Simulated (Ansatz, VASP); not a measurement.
**BiRu3 in VASP and in Ansatz**

```
Bi Ru
1.0
     4.02877    0.00000    0.00000
     0.00000    4.02877    0.00000
     0.00000    0.00000    4.02877
Bi Ru
1 3
Direct
  0.00000 0.00000 0.00000
  0.00000 0.50000 0.50000
  0.50000 0.00000 0.50000
  0.50000 0.50000 0.00000
```

Alike in both runs: functional PBE; k mesh 4 × 4 × 4; occupations gaussian, width 0.1 eV; no spin polarisation.

Ansatz relaxed the structure, and its values are those at the end. VASP's run is a single point on that final structure, the one shown.

|  | VASP | Ansatz |
| --- | --- | --- |
| version | VASP 6.6.1 | Ansatz 0.2.0 |
| potentials or method | VASP PAW PBE potentials, release 64 (Bi_d, Ru_pv), cutoff 500 eV | scalar-relativistic, plane waves, PAW |
| valence electrons in the cell | 57 | 63 |

Ansatz gave:

```
gap on the k mesh at the Fermi level (eV) : none
pressure (GPa)                            : 0.1
```

Question: Which values does VASP return?

Answer: gap on the k mesh at the Fermi level (eV): none; pressure (GPa): 0.2.

A gap of «none» marks a metal or a gap that the smearing closes. VASP's potentials hold 57 valence electrons a cell and Ansatz's 63, so a difference there can come from the potentials and not from the codes.

The k mesh is coarse, so the values compare programs but aren't converged. Neither program's run includes spin-orbit coupling.
